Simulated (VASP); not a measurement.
**Ge2Sb2Te: single point with PBE**

Crystal: Ge2Sb2Te.

```
Ge Sb Te
1.0
     5.54021    0.00000    0.00000
    -2.77011    4.79796    0.00000
     0.00000    0.00000    8.20571
Ge Sb Te
2 2 1
Direct
  0.00000 0.00000 0.84463
  0.00000 0.00000 0.15537
  0.33333 0.66667 0.50000
  0.66667 0.33333 0.50000
  0.00000 0.00000 0.50000
```

* Program: VASP 6.6.1
* Task: single point
* Functional: PBE
* Potentials or basis: VASP PAW PBE potentials, release 64 (Ge_d, Sb, Te)
* Cutoff: 500 eV
* k mesh: 4 × 4 × 2
* Occupations: gaussian, width 0.2 eV
* Spin: no spin polarisation
* Dipole correction: no
* Further INCAR settings: ALGO = Normal; EDIFF = 1e-06; NBANDS = 30

The pressure is 0.4 GPa, the largest force is 0.021 eV/Å and the band gap on the k mesh is zero (band 22 reaches 2.50 eV, above the bottom of band 23 at 2.05 eV).

Forces on the atoms (eV/Å):
```
Ge   0.000  0.000 -0.021
Ge   0.000  0.000  0.021
Sb   0.000  0.000  0.000
Sb   0.000  0.000  0.000
Te   0.000  0.000  0.000
```

Stress tensor (GPa, compression positive):
```
0.37 0.00 0.00
0.00 0.37 0.00
0.00 0.00 0.47
```

Levels at points of the mesh, in eV from the Fermi level:
```tsv
k point	band 20	band 21	band 22	band 23	band 24	band 25
(0.00, 0.00, 0.00)	-2.02	-0.32	-0.15	0.34	0.34	1.24
(0.50, 0.00, 0.00)	-0.49	-0.29	0.04	0.06	0.10	1.26
(0.00, 0.00, 0.50)	-2.72	-0.91	-0.02	-0.02	1.23	2.29
(0.50, 0.00, 0.50)	-0.24	-0.18	-0.08	0.40	1.12	1.43
```

Run time: 57 s on 1 thread of Intel Xeon 6975P-C (shared host), peak memory 0.32 GiB.

Caveat: the k points lie up to 0.38 Å⁻¹ apart; spin-orbit coupling is left out, which moves the levels of the heavy elements.
